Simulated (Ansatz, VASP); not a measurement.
**WC in VASP and in Ansatz**

```xyz
2
Lattice="0.0000 2.1927 2.1927 2.1927 0.0000 2.1927 2.1927 2.1927 0.0000" Properties=species:S:1:pos:R:3 pbc="T T T"
W     0.0000    0.0000    0.0000
C     2.1927    2.1927    2.1927
```

Alike in both runs: task relaxation of cell and atoms; functional RPBE; k mesh 10 × 10 × 10; occupations fermi-dirac, width 0.05 eV; no spin polarisation.

```csv
,VASP,Ansatz
version,VASP 6.6.1,Ansatz 0.2.0
potentials or method,"VASP PAW PBE potentials, release 64 (W_sv, C)",Ansatz PAW
plane-wave cutoff (eV),600,420
valence electrons in the cell,18,18
```

Ansatz gave:

```
gap on the k mesh at the Fermi level, each at its own relaxed structure (eV) : none
relaxed volume (Å³/atom)                                                     : 10.62
relaxed cell length with the largest relative difference (Å)                 : 3.109
```

Task: What did VASP give for the same quantities?

Result: gap on the k mesh at the Fermi level, each at its own relaxed structure (eV): none; relaxed volume (Å³/atom): 10.65; relaxed cell length with the largest relative difference (Å): 3.111.

VASP's potentials were made for PBE, not for RPBE. A gap of «none» marks a metal or a gap that the smearing closes.

Neither program's run includes spin-orbit coupling. Noted on VASP's run: too few bands were computed for a metal, which touches its energy and stress. Noted on Ansatz's run: the plane-wave basis is chosen anew once the cell has moved, so the energies of steps on either side of that aren't comparable.
